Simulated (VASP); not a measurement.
# KSiH in VASP: further runs

The runs below take KSiH through single point, relaxation of cell and atoms, with PBE.

Everything below comes from runs of VASP 6.6.1. Logs are shortened: lines on timing, memory, paths and dates and some standing lists are left out, and cuts for length are marked.

## Step 1: The cell of the first run

The typed cell holds 3 atoms: a = 3.130 Å, b = 3.130 Å, c = 5.443 Å, α = 90.00°, β = 90.00°, γ = 90.00°.

The cell was built from a structure type or drawn by symmetry, and may not be a known phase.

## Step 2: Single point, PBE

INCAR

```
ALGO     = Normal         # electronic algorithm
EDIFF    = 1E-6           # SCF threshold, eV
ENCUT    = 500            # plane-wave cutoff, eV
GGA      = PE             # functional
GGA_COMPAT= F            
ISIF     = 2              # what is computed and relaxed
ISMEAR   = 0              # smearing method
LASPH    = T              # aspherical terms in the spheres
LCHARG   = T              # write CHGCAR
LELF     = T              # ELF
LREAL    = F              # projectors in reciprocal space
LVHAR    = T            
LWAVE    = F              # write WAVECAR
NBANDS   = 14             # bands
NELM     = 120            # most SCF steps
PREC     = Accurate       # precision mode
SIGMA    = 0.1            # smearing width, eV
```

KPOINTS

```
k-points
0
Gamma
  6 6 4
```

POSCAR

```
KSiH
1.0
    3.1298668296      0.0000000000      0.0000000000
    0.0000000000      3.1298668296      0.0000000000
    0.0000000000      0.0000000000      5.4432782622
K Si H
1 1 1
Direct
    0.5000000000      0.5000000000      0.4337339486
    0.0000000000      0.0000000000     -0.0663585139
    0.5000000000      0.5000000000      0.9337666054
```

Potentials or basis: VASP PAW PBE potentials, release 64 (K_sv, Si, H).

The run is started by

```bash
$ cat potpaw_PBE.64/K_sv/POTCAR potpaw_PBE.64/Si/POTCAR potpaw_PBE.64/H/POTCAR > POTCAR
$ mpirun -np 1 vasp_std > vasp.out
```

OUTCAR:

```text
EDIFF = 1E-6
   ENCUT = 500
   GGA = PE
   ISIF = 2
   ISMEAR = 0
   LASPH = T
   LREAL = F
   NELM = 120
   PREC = Accurate

 ion  position               nearest neighbor table
   1  0.500  0.500  0.434-
   2  0.000  0.000  0.934-
   3  0.500  0.500  0.934-

  LATTYP: Found a simple tetragonal cell.
 ALAT       =     3.1298668296
 C/A-ratio  =     1.7391405317

  Lattice vectors:

 A1 = (   3.1298668296,   0.0000000000,   0.0000000000)
 A2 = (   0.0000000000,   3.1298668296,   0.0000000000)
 A3 = (   0.0000000000,   0.0000000000,   5.4432782622)

Analysis of symmetry for initial positions (statically):
=====================================================================
 Subroutine PRICEL returns:
 Original cell was already a primitive cell.

 Routine SETGRP: Setting up the symmetry group for a
 simple tetragonal supercell.

 Subroutine GETGRP returns: Found  8 space group operations
 (whereof  8 operations were pure point group operations)
 out of a pool of 16 trial point group operations.

The static configuration has the point symmetry C_4v.

Analysis of symmetry for dynamics (positions and initial velocities):
=====================================================================
 Subroutine PRICEL returns:
 Original cell was already a primitive cell.

 Routine SETGRP: Setting up the symmetry group for a
 simple tetragonal supercell.

 Subroutine GETGRP returns: Found  8 space group operations
 (whereof  8 operations were pure point group operations)
 out of a pool of 16 trial point group operations.

The dynamic configuration has the point symmetry C_4v.

 Subroutine INISYM returns: Found  8 space group operations
 (whereof  8 operations are pure point group operations),
 and found     1 'primitive' translations

----------------------------------------------------------------------------------------

                                     Primitive cell

  volume of cell :      53.3227

  direct lattice vectors                    reciprocal lattice vectors
     3.129866830  0.000000000  0.000000000     0.319502412  0.000000000  0.000000000
     0.000000000  3.129866830  0.000000000     0.000000000  0.319502412  0.000000000
     0.000000000  0.000000000  5.443278262     0.000000000  0.000000000  0.183712820

  length of vectors
     3.129866830  3.129866830  5.443278262     0.319502412  0.319502412  0.183712820

  position of ions in fractional coordinates (direct lattice)
[... 92 lines left out ...]
   NELECT =      14.0000    total number of electrons
   NUPDOWN=      -1.0000    fix difference up-down
   EMIN   =  10.00;   EMAX   =-10.00  energy-range for DOS
   EFERMI =   0.00;   METHOD = LEGACY
   ISMEAR =     0;   SIGMA  =   0.10  broadening in eV -4-tet -1-fermi 0-gaus
   EFERMI_NEDOS =   21; number of points for ismear=-14 and -15
   IALGO  =     38    algorithm
   IMIX   =      4    mixing-type and parameters
     AMIX     =   0.40;   BMIX     =  1.00
     AMIX_MAG =   1.60;   BMIX_MAG =  1.00
  volume/ion in A,a.u.               =      17.77       119.95
  Fermi-wavevector in a.u.,A,eV,Ry     =   1.048287  1.980975 14.951511  1.098905
  Thomas-Fermi vector in A             =   2.183202
   LORBIT       =      0    0 simple, 1 ext, 2 COOP (PROOUT), +10 PAW based schemes
   GGA     = PE    functional components
   LHFCALC =     F    Hartree Fock is set to
   AEXX    =    0.0000 exact exchange contribution
   IVDW    =     0    specifies the selected vdW correction
   LEPSILON=     F    determine dielectric tensor
   LRPA    =     F    only Hartree local field effects (RPA)
 non-spin polarized calculation
 Gauss-broadening in eV      SIGMA  =   0.10
  energy-cutoff  :      500.00
  volume of cell :       53.32
 maximum number of plane-waves:      1376
 NGX is ok and might be reduce to    24
   NGX = 11   NGY = 11   NGZ = 19

 number of electron      13.9999999 magnetization

 Free energy of the ion-electron system (eV)
  ---------------------------------------------------
  ext. energy  EPLUGINS =         0.00000000
  ---------------------------------------------------
  free energy    TOTEN  =        -8.20155769 eV

  energy without entropy =       -8.19147415  energy(sigma->0) =       -8.19651592

 E-fermi :   3.1772     XC(G=0):  -9.0543

 val. band max:        3.1765412302   @ k =   0.5000   0.1667   0.5000
 cond. band min:       3.2238969067   @ k =   0.5000   0.3333   0.0000
 fundamental gap:      0.0473556765
 Fermi energy:         3.1771857091

 k-point     1 :       0.0000    0.0000    0.0000
  band No.  band energies     occupation
      1     -27.9290      2.00000
      2     -11.3610      2.00000
      3     -10.8846      2.00000
      4     -10.8846      2.00000
      5      -6.7228      2.00000
      6       1.8103      2.00000
      7       3.3592      0.01005
      8       6.4474      0.00000
      9       7.2119      0.00000
     10       7.2274      0.00000
     11       7.2274      0.00000
     12      10.3011      0.00000
     13      10.7484      0.00000
     14      11.2402      0.00000
[... 377 lines left out ...]
      1     -27.7652      2.00000
      2     -12.0925      2.00000
      3     -11.1869      2.00000
      4     -10.7678      2.00000
      5      -3.3719      2.00000
      6      -2.6434      2.00000
      7       3.0790      1.83487
      8       5.4341      0.00000
      9       7.8997      0.00000
     10       8.4375      0.00000
     11       8.9638      0.00000
     12       9.2965      0.00000
     13      10.4727      0.00000
     14      11.2912      0.00000

 [... further k-points ...]

------------------------ aborting loop because EDIFF is reached ----------------------------------------

  FORCE on cell =-STRESS in cart. coord.  units (eV):
  Direction    XX          YY          ZZ          XY          YZ          ZX
  --------------------------------------------------------------------------------------
  -------------------------------------------------------------------------------------
  Total        0.0068800      0.0068800      0.0342975      0.0000000      0.0000000      0.0000000
  in kB        0.2067206      0.2067206      1.0305290      0.0000000      0.0000000      0.0000000
  external PRESSURE =       0.4813234 kB  Pullay stress =       0.0000000 kB

 VOLUME and BASIS-vectors are now :
 -----------------------------------------------------------------------------
  energy-cutoff  :      500.00
  volume of cell :       53.32
      direct lattice vectors                 reciprocal lattice vectors
     3.129866830  0.000000000  0.000000000     0.319502412  0.000000000  0.000000000
     0.000000000  3.129866830  0.000000000     0.000000000  0.319502412  0.000000000
     0.000000000  0.000000000  5.443278262     0.000000000  0.000000000  0.183712820

 POSITION                                       TOTAL-FORCE (eV/Angst)
 -----------------------------------------------------------------------------------
      1.56493      1.56493      2.36093        -0.000000      0.000000     -0.001095
      0.00000      0.00000      5.08207         0.000000     -0.000000      0.002160
      1.56493      1.56493      5.08275        -0.000000     -0.000000     -0.001065
 -----------------------------------------------------------------------------------
    total drift:                                0.000000     -0.000000      0.000090

  FREE ENERGIE OF THE ION-ELECTRON SYSTEM (eV)
  ---------------------------------------------------
  free  energy   TOTEN  =        -8.2015576854 eV

  energy  without entropy=       -8.1914741506  energy(sigma->0) =       -8.19651592
```

OSZICAR:

```text
N       E                     dE             d eps       ncg     rms          rms(c)
DAV:   1     0.625553696084E+02    0.62555E+02   -0.59003E+03   848   0.825E+02
DAV:   2    -0.447467837940E+01   -0.67030E+02   -0.64161E+02  1026   0.227E+02
DAV:   3    -0.836426742381E+01   -0.38896E+01   -0.38712E+01  1566   0.390E+01
DAV:   4    -0.840760893939E+01   -0.43342E-01   -0.43331E-01  1012   0.348E+00
DAV:   5    -0.840855092857E+01   -0.94199E-03   -0.94197E-03  1372   0.418E-01    0.502E+00
DAV:   6    -0.823726661632E+01    0.17128E+00   -0.13703E-01  1094   0.222E+00    0.404E+00
DAV:   7    -0.820297540371E+01    0.34291E-01   -0.70597E-02  1170   0.151E+00    0.174E+00
DAV:   8    -0.820138734691E+01    0.15881E-02   -0.11681E-02  1228   0.702E-01    0.205E-01
DAV:   9    -0.820152363751E+01   -0.13629E-03   -0.68927E-04  1120   0.207E-01    0.643E-02
DAV:  10    -0.820155863902E+01   -0.35002E-04   -0.84309E-05  1108   0.567E-02    0.134E-02
DAV:  11    -0.820155768538E+01    0.95364E-06   -0.97407E-06  1136   0.232E-02
   1 F= -.82015577E+01 E0= -.81965159E+01  d E =-.100835E-01
```

It took 34 s on 1 thread of Intel Xeon 8259CL, shared host; peak memory 0.17 GiB.

Results:

* Free energy: -8.2016 eV
* Pressure: 0.0 GPa
* Band gap on the k mesh: zero (bands 7 and 8 overlap by 3.81 eV)

Forces on the atoms (eV/Å):
```
K    0.000  0.000 -0.001
Si   0.000  0.000  0.002
H    0.000  0.000 -0.001
```

Stress tensor (GPa, compression positive):
```
0.02 0.00 0.00
0.00 0.02 0.00
0.00 0.00 0.10
```

Levels at points of the mesh, in eV from the Fermi level:
```
           k point  band 3  band 4  band 5  band 6  band 7  band 8  band 9  band 10  band 11  band 12
(0.00, 0.00, 0.00)  -14.06  -14.06   -9.90   -1.37    0.18    3.27    4.03     4.05     4.05     7.12
(0.50, 0.00, 0.00)  -14.33  -13.95   -6.40   -6.11   -0.58    3.81    4.52     4.91     5.49     6.85
(0.50, 0.50, 0.00)  -15.04  -14.16   -4.08   -3.34   -1.57   -1.57    2.01     2.49     3.68     3.68
(0.00, 0.00, 0.50)  -14.06  -14.06   -9.52   -2.87    2.00    3.15    3.82     3.82     4.26     6.89
(0.50, 0.00, 0.50)  -14.36  -13.94   -6.55   -5.82   -0.10    2.26    4.72     5.26     5.79     6.12
(0.50, 0.50, 0.50)  -15.04  -14.18   -3.90   -3.08   -1.81   -1.81    0.09     5.59     5.99     5.99
```

[end of part 1 of 2]
